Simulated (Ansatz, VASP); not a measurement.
## Two plane-wave programs on TiPb2

```
Ti Pb
1.0
     5.38927    0.00000    0.00000
    -2.69463    4.66724    0.00000
     0.00000    0.00000    3.10138
Ti Pb
1 2
Direct
  0.00000 0.00000 0.00000
  0.33333 0.66667 0.50000
  0.66667 0.33333 0.50000
```

Alike in both runs: functional PBE; k mesh 6 × 6 × 6; occupations gaussian, width 0.1 eV; no spin polarisation.

Ansatz relaxed the structure, and its values are those at the end. VASP's run is a single point on that final structure, the one shown.

```csv
,VASP,Ansatz
version,VASP 6.6.1,Ansatz 0.2.0
potentials or method,"VASP PAW PBE potentials, release 64 (Ti_sv, Pb_d), cutoff 520 eV","scalar-relativistic, plane waves, PAW"
valence electrons in the cell,40,40
```

|  | VASP | Ansatz | Ansatz less VASP |
| --- | --- | --- | --- |
| gap on the k mesh at the Fermi level (eV) | none | none | - |
| pressure (GPa) | -0.2 | -0.2 | +0.02 |

A gap of «none» marks a metal or a gap that the smearing closes. With one functional, cell and mesh, what is left measures potentials, basis and numerics.

Neither program's run includes spin-orbit coupling.
